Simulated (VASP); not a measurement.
# KTaO3 (Pm-3m) in VASP: further runs

The runs below take KTaO3 through single point, with BLYP, LDA.

All numbers are computed with VASP 6.6.1; they aren't measurements. Logs are shortened: lines on timing, memory, paths and dates and some standing lists are left out, and cuts for length are marked.

## 1. The cell of the first run

The structure is cubic, space group Pm-3m (No. 221). The conventional cell has a = 3.988 Å, b = 3.988 Å, c = 3.988 Å, α = 90.00°, β = 90.00°, γ = 90.00°. Within 2.6 Å of Ta (site symmetry m-3m) lie 6 O at 1.99 Å. K (site symmetry m-3m) has 12 O at 2.82 Å and 8 Ta at 3.45 Å within 3.7 Å. O (site symmetry 4/mmm) has 2 Ta at 1.99 Å within 2.6 Å.

## 2. Single point, BLYP

INCAR

```
SYSTEM = KTaO3
PREC     = Accurate       ! precision mode
ENCUT    = 520            ! plane-wave cutoff, eV
EDIFF    = 1E-6           ! SCF threshold, eV
ISMEAR   = -1             ! smearing method
SIGMA    = 0.05           ! smearing width, eV
LREAL    = .FALSE.        ! projectors in reciprocal space
LASPH    = .TRUE.         ! aspherical terms in the spheres
NELM     = 80             ! most SCF steps
ALGO     = Normal         ! electronic algorithm
ISIF     = 2              ! what is computed and relaxed
LWAVE    = .FALSE.        ! write WAVECAR
LCHARG   = .FALSE.        ! write CHGCAR
GGA      = B5             ! functional
ALDAX    = 1.0          
AGGAX    = 1.0          
AGGAC    = 1.0          
ALDAC    = 0.0          
NBANDS   = 27             ! bands
```

KPOINTS

```
regular mesh
0
G
  7 7 7
  0 0 0
```

POSCAR

```
KTaO3
1.0
    3.9883000000      0.0000000000      0.0000000000
    0.0000000000      3.9883000000      0.0000000000
    0.0000000000      0.0000000000      3.9883000000
Ta K O
1 1 3
Direct
    0.0000000000      0.0000000000      0.0000000000
    0.5000000000      0.5000000000      0.5000000000
    0.0000000000      0.0000000000      0.5000000000
    0.0000000000      0.5000000000      0.0000000000
    0.5000000000      0.0000000000      0.0000000000
```

Potentials or basis: VASP PAW PBE potentials, release 64 (Ta_pv, K_sv, O).

Started as:

```
cat potpaw_PBE.64/Ta_pv/POTCAR potpaw_PBE.64/K_sv/POTCAR potpaw_PBE.64/O/POTCAR > POTCAR
mpirun -np 1 vasp_std > vasp.out
```

OUTCAR:

```text
SYSTEM = KTaO3
   PREC = Accurate
   ENCUT = 520
   EDIFF = 1E-6
   ISMEAR = -1
   LREAL = .FALSE.
   LASPH = .TRUE.
   NELM = 80
   ISIF = 2
   GGA = B5

 ion  position               nearest neighbor table
   1  0.000  0.000  0.000-   3 1.99   4 1.99   5 1.99   3 1.99   4 1.99   5 1.99   2 3.45   2 3.45
                             2 3.45   2 3.45   2 3.45   2 3.45   2 3.45   2 3.45
   2  0.500  0.500  0.500-   3 2.82   4 2.82   5 2.82   4 2.82   5 2.82   3 2.82   5 2.82   5 2.82
                             3 2.82   4 2.82   4 2.82   3 2.82   1 3.45   1 3.45   1 3.45   1 3.45
   3  0.000  0.000  0.500-   1 1.99   1 1.99   2 2.82   2 2.82   2 2.82   2 2.82
   4  0.000  0.500  0.000-   1 1.99   1 1.99   2 2.82   2 2.82   2 2.82   2 2.82
   5  0.500  0.000  0.000-   1 1.99   1 1.99   2 2.82   2 2.82   2 2.82   2 2.82

  LATTYP: Found a simple cubic cell.
 ALAT       =     3.9883000000

  Lattice vectors:

 A1 = (   3.9883000000,   0.0000000000,   0.0000000000)
 A2 = (   0.0000000000,   3.9883000000,   0.0000000000)
 A3 = (   0.0000000000,   0.0000000000,   3.9883000000)

Analysis of symmetry for initial positions (statically):
=====================================================================
 Subroutine PRICEL returns:
 Original cell was already a primitive cell.

 Routine SETGRP: Setting up the symmetry group for a
 simple cubic supercell.

 Subroutine GETGRP returns: Found 48 space group operations
 (whereof 48 operations were pure point group operations)
 out of a pool of 48 trial point group operations.

The static configuration has the point symmetry O_h .

Analysis of symmetry for dynamics (positions and initial velocities):
=====================================================================
 Subroutine PRICEL returns:
 Original cell was already a primitive cell.

 Routine SETGRP: Setting up the symmetry group for a
 simple cubic supercell.

 Subroutine GETGRP returns: Found 48 space group operations
 (whereof 48 operations were pure point group operations)
 out of a pool of 48 trial point group operations.

The dynamic configuration has the point symmetry O_h .

 Subroutine INISYM returns: Found 48 space group operations
 (whereof 48 operations are pure point group operations),
 and found     1 'primitive' translations

----------------------------------------------------------------------------------------

                                     Primitive cell

  volume of cell :      63.4400

  direct lattice vectors                    reciprocal lattice vectors
     3.988300000  0.000000000  0.000000000     0.250733395  0.000000000  0.000000000
     0.000000000  3.988300000  0.000000000     0.000000000  0.250733395  0.000000000
     0.000000000  0.000000000  3.988300000     0.000000000  0.000000000  0.250733395

  length of vectors
     3.988300000  3.988300000  3.988300000     0.250733395  0.250733395  0.250733395

  position of ions in fractional coordinates (direct lattice)
     0.000000000  0.000000000  0.000000000
     0.500000000  0.500000000  0.500000000
     0.000000000  0.000000000  0.500000000
     0.000000000  0.500000000  0.000000000
     0.500000000  0.000000000  0.000000000

  ion indices of the primitive-cell ions
   primitive index   ion index
                 1           1
                 2           2
                 3           3
                 4           4
                 5           5

----------------------------------------------------------------------------------------

 KPOINTS: regular mesh

Automatic generation of k-mesh.
 Grid dimensions read from file:
 generate k-points for:    7    7    7

 Generating k-lattice:

  Cartesian coordinates                     Fractional coordinates (reciprocal lattice)
     0.035819056  0.000000000  0.000000000     0.142857143  0.000000000  0.000000000
     0.000000000  0.035819056  0.000000000     0.000000000  0.142857143  0.000000000
     0.000000000  0.000000000  0.035819056     0.000000000  0.000000000  0.142857143

  Length of vectors
     0.035819056  0.035819056  0.035819056

  Shift w.r.t. Gamma in fractional coordinates (k-lattice)
     0.000000000  0.000000000  0.000000000

 Subroutine IBZKPT returns following result:
 ===========================================

 Found     20 irreducible k-points:

 Following reciprocal coordinates:
            Coordinates               Weight
  0.000000  0.000000  0.000000      1.000000
  0.142857  0.000000  0.000000      6.000000
  0.285714  0.000000  0.000000      6.000000
  0.428571  0.000000  0.000000      6.000000
  0.142857  0.142857  0.000000     12.000000
  0.285714  0.142857  0.000000     24.000000
[... 12 lines left out ...]
  0.428571  0.428571  0.285714     24.000000
  0.428571  0.428571  0.428571      8.000000
   k-points           NKPTS =     20   k-points in BZ     NKDIM =     20   number of bands    NBANDS=     27
   number of dos      NEDOS =    301   number of ions     NIONS =      5
   total plane-waves  NPLWV =  27000
   dimension x,y,z NGX =    30 NGY =   30 NGZ =   30
   dimension x,y,z NGXF=    60 NGYF=   60 NGZF=   60
   ions per type =               1   1   3
   NGX,Y,Z   is equivalent  to a cutoff of  12.51, 12.51, 12.51 a.u.
   NGXF,Y,Z  is equivalent  to a cutoff of  25.01, 25.01, 25.01 a.u.
 SYSTEM =  KTaO3
   PREC   = accura    normal or accurate (medium, high low for compatibility)
   ISTART =      0    job   : 0-new  1-cont  2-samecut
   ICHARG =      2    charge: 1-file 2-atom 10-const
   ISPIN  =      1    spin polarized calculation?
   LNONCOLLINEAR =      F non collinear calculations
   LSORBIT =      F    spin-orbit coupling
   LASPH  =      T    aspherical Exc in radial PAW
   ENCUT  =  520.0 eV  38.22 Ry    6.18 a.u.   7.42  7.42  7.42*2*pi/ulx,y,z
   NELM   =     80;   NELMIN=  2; NELMDL= -5     # of ELM steps
   EDIFF  = 0.1E-05   stopping-criterion for ELM
   LREAL  =      F    real-space projection
   EDIFFG = 0.1E-04   stopping-criterion for IOM
   NSW    =      0    number of steps for IOM
   IBRION =     -1    ionic relax: 0-MD 1-quasi-New 2-CG
   NFREE  =      0    steps in history (QN), initial steepest desc. (CG)
   ISIF   =      2    stress and relaxation
   ISYM   =      2    0-nonsym 1-usesym 2-fastsym
   POTIM  = 0.5000    time-step for ionic-motion
   TEBEG  =    0.0;   TEEND  =   0.0 temperature during run
   PSTRESS=    0.0 pullay stress
   NELECT =      38.0000    total number of electrons
   NUPDOWN=      -1.0000    fix difference up-down
   EMIN   =  10.00;   EMAX   =-10.00  energy-range for DOS
   EFERMI =   0.00;   METHOD = LEGACY
   ISMEAR =    -1;   SIGMA  =   0.05  broadening in eV -4-tet -1-fermi 0-gaus
   EFERMI_NEDOS =   21; number of points for ismear=-14 and -15
   IALGO  =     38    algorithm
   IMIX   =      4    mixing-type and parameters
     AMIX     =   0.40;   BMIX     =  1.00
     AMIX_MAG =   1.60;   BMIX_MAG =  1.00
  volume/ion in A,a.u.               =      12.69        85.62
  Fermi-wavevector in a.u.,A,eV,Ry     =   1.380008  2.607837 25.911228  1.904422
  Thomas-Fermi vector in A             =   2.504925
   LORBIT       =      0    0 simple, 1 ext, 2 COOP (PROOUT), +10 PAW based schemes
   GGA     = B5    functional components
   LHFCALC =     F    Hartree Fock is set to
   AEXX    =    0.0000 exact exchange contribution
   IVDW    =     0    specifies the selected vdW correction
   LEPSILON=     F    determine dielectric tensor
   LRPA    =     F    only Hartree local field effects (RPA)
 non-spin polarized calculation
  energy-cutoff  :      520.00
  volume of cell :       63.44
 maximum number of plane-waves:      1743
 NGX is ok and might be reduce to    30
   NGX = 15   NGY = 15   NGZ = 15

 number of electron      37.9999976 magnetization

 Free energy of the ion-electron system (eV)
  ---------------------------------------------------
  ext. energy  EPLUGINS =         0.00000000
  ---------------------------------------------------
  free energy    TOTEN  =       -39.16285513 eV

  energy without entropy =      -39.16285513  energy(sigma->0) =      -39.16285513

 E-fermi :   3.1742     XC(G=0): -10.4347

 val. band max:        2.0672421064   @ k =   0.4286   0.4286   0.4286
 cond. band min:       4.3491264166   @ k =   0.0000   0.0000   0.0000
 fundamental gap:      2.2818843101
 Fermi energy:         3.1741950597

 k-point     1 :       0.0000    0.0000    0.0000
  band No.  band energies     occupation
      1     -31.8564      2.00000
      2     -31.8564      2.00000
      3     -31.8564      2.00000
      4     -25.2066      2.00000
      5     -15.3059      2.00000
      6     -14.6174      2.00000
[... 19 lines left out ...]
     26      10.2444      0.00000
     27      10.2444      0.00000

 k-point     2 :       0.1429    0.0000    0.0000
  band No.  band energies     occupation
      1     -31.8738      2.00000
      2     -31.8557      2.00000
      3     -31.8557      2.00000
      4     -25.2014      2.00000
      5     -15.2513      2.00000
      6     -14.6129      2.00000
[... 19 lines left out ...]
     26      10.4949      0.00000
     27      10.5422      0.00000

 k-point     3 :       0.2857    0.0000    0.0000
  band No.  band energies     occupation
      1     -31.9126      2.00000
      2     -31.8542      2.00000
      3     -31.8542      2.00000
      4     -25.1898      2.00000
      5     -15.2045      2.00000
      6     -14.6032      2.00000
[... 19 lines left out ...]
     26      11.0835      0.00000
     27      11.6874      0.00000

 k-point     4 :       0.4286    0.0000    0.0000
  band No.  band energies     occupation
      1     -31.9434      2.00000
      2     -31.8530      2.00000
      3     -31.8530      2.00000
      4     -25.1805      2.00000
      5     -15.2081      2.00000
      6     -14.5952      2.00000
[... 19 lines left out ...]
     26      11.5887      0.00000
     27      12.6183      0.00000
[... 396 lines left out ...]
      4     -25.1625      2.00000
      5     -14.3493      2.00000
      6     -14.0666      2.00000
[... 19 lines left out ...]
     26      12.7390      0.00000
     27      13.0112      0.00000

 k-point    19 :       0.4286    0.4286    0.2857
  band No.  band energies     occupation
      1     -31.9366      2.00000
      2     -31.9365      2.00000
      3     -31.9050      2.00000
      4     -25.1574      2.00000
      5     -14.1950      2.00000
      6     -13.7822      2.00000
[... 19 lines left out ...]
     26      13.1977      0.00000
     27      13.3032      0.00000

 k-point    20 :       0.4286    0.4286    0.4286
  band No.  band energies     occupation
      1     -31.9353      2.00000
      2     -31.9352      2.00000
      3     -31.9352      2.00000
      4     -25.1522      2.00000
      5     -13.7901      2.00000
      6     -13.7314      2.00000
[... 19 lines left out ...]
     26      13.3029      0.00000
     27      14.0203      0.00000

------------------------ aborting loop because EDIFF is reached ----------------------------------------

  FORCE on cell =-STRESS in cart. coord.  units (eV):
  Direction    XX          YY          ZZ          XY          YZ          ZX
  --------------------------------------------------------------------------------------
  -------------------------------------------------------------------------------------
  Total        4.5819228      4.5819228      4.5819228     -0.0000000     -0.0000000      0.0000000
  in kB      115.7163955    115.7163955    115.7163955     -0.0000000     -0.0000000      0.0000000
  external PRESSURE =     115.7163955 kB  Pullay stress =       0.0000000 kB

 VOLUME and BASIS-vectors are now :
 -----------------------------------------------------------------------------
  energy-cutoff  :      520.00
  volume of cell :       63.44
      direct lattice vectors                 reciprocal lattice vectors
     3.988300000  0.000000000  0.000000000     0.250733395  0.000000000  0.000000000
     0.000000000  3.988300000  0.000000000     0.000000000  0.250733395  0.000000000
     0.000000000  0.000000000  3.988300000     0.000000000  0.000000000  0.250733395

 POSITION                                       TOTAL-FORCE (eV/Angst)
 -----------------------------------------------------------------------------------
      0.00000      0.00000      0.00000         0.000000      0.000000      0.000000
      1.99415      1.99415      1.99415         0.000000      0.000000      0.000000
      0.00000      0.00000      1.99415         0.000000      0.000000      0.000000
      0.00000      1.99415      0.00000         0.000000      0.000000      0.000000
      1.99415      0.00000      0.00000         0.000000      0.000000      0.000000
 -----------------------------------------------------------------------------------
    total drift:                                0.000000     -0.000000      0.000000

  FREE ENERGIE OF THE ION-ELECTRON SYSTEM (eV)
  ---------------------------------------------------
  free  energy   TOTEN  =       -39.1628551310 eV

  energy  without entropy=      -39.1628551309  energy(sigma->0) =      -39.16285513
```

Wall time 83 s (1 thread of Intel Xeon 8259CL, shared host); peak memory 0.18 GiB.

Results:

```
Free energy            : -39.1629 eV
Pressure               : 11.6 GPa
Band gap on the k mesh : 2.28 eV (least direct gap 2.84 eV)
```

Caveat: the cell stands under pressure; the PAW data sets were made with another functional, which shifts forces and pressure a little; spin-orbit coupling is left out, which moves the levels of the heavy elements; an odd mesh through Γ misses points on the zone boundary, where band edges can lie.

## 3. Single point, LDA

INCAR

```
  PREC = Accurate
  ENCUT = 520
  EDIFF = 1E-7
  ISMEAR = -1
  SIGMA = 0.05
  LREAL = False
  LASPH = True
  NELM = 60
  ALGO = Normal
  ISIF = 2
  LWAVE = False
  LCHARG = False
  GGA = CA
  NBANDS = 27
```

KPOINTS

```
Automatic mesh
0
Gamma
  7 7 7
```

POSCAR is that of step 2.

Potentials or basis: VASP PAW LDA potentials, release 64 (Ta_pv, K_sv, O).

Started as:

```
cat potpaw_LDA.64/Ta_pv/POTCAR potpaw_LDA.64/K_sv/POTCAR potpaw_LDA.64/O/POTCAR > POTCAR
mpirun -np 1 vasp_std > vasp.out
```

It took 51 s on 1 thread of Intel Xeon 8259CL, shared host; peak memory 0.17 GiB.

It converged, with:

```yaml
Free_energy: -45.0415 eV
Pressure: -4.4 GPa
Band_gap_on_the_k_mesh: 2.08 eV (least direct gap 2.65 eV)
```

Levels at points of the mesh, in eV from the valence-band top:
| k point | band 16 | band 17 | band 18 | band 19 | band 20 | band 21 | band 22 | band 23 |
| --- | --- | --- | --- | --- | --- | --- | --- | --- |
| (0.00, 0.00, 0.00) | -1.02 | -0.57 | -0.57 | -0.57 | 2.08 | 2.08 | 2.08 | 6.44 |

Caveat: the cell stands under tension; spin-orbit coupling is left out, which moves the levels of the heavy elements; an odd mesh through Γ misses points on the zone boundary, where band edges can lie. A hybrid or GW would open this gap; LDA tends to underestimate it.

(Part 1 of 2 ends here.)
